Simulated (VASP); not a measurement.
**Ge: single point with revPBE**

The system is Ge.

```xyz
2
Lattice="0.0000 2.8289 2.8289 2.8289 0.0000 2.8289 2.8289 2.8289 0.0000" Properties=species:S:1:pos:R:3 pbc="T T T"
Ge    0.0000    0.0000    0.0000
Ge    1.4145    1.4145    1.4145
```

```yaml
Program: VASP 6.6.1
Task: single point
Functional: revPBE
Potentials_or_basis: VASP PAW PBE potentials, release 64 (Ge_d)
Cutoff: 500 eV
k_mesh: 4 × 4 × 4
Occupations: gaussian, width 0.01 eV
Spin: no spin polarisation
Dipole_correction: no
Further_INCAR_settings: ALGO = Normal; EDIFF = 1e-06; NBANDS = 21
```

- Pressure: 4.8 GPa
- Band gap on the k mesh: 0.13 eV, direct

Levels at points of the mesh, in eV from the valence-band top:
```csv
k point,band 11,band 12,band 13,band 14,band 15,band 16,band 17,band 18
"(0.00, 0.00, 0.00)",-12.75,0.00,0.00,0.00,0.13,2.55,2.55,2.55
"(0.50, 0.00, 0.00)",-10.66,-7.57,-1.41,-1.41,0.25,3.75,3.75,7.27
"(0.50, 0.50, 0.00)",-8.86,-8.86,-3.08,-3.08,0.81,0.81,9.54,9.54
```

It took 19 s on 1 thread of Intel Xeon 8259CL, with other jobs on the host, peak memory 0.16 GiB.

Caveat: the k points lie up to 0.48 Å⁻¹ apart; the PAW data sets were made with another functional, which shifts forces and pressure a little. A k mesh can miss the band edges.
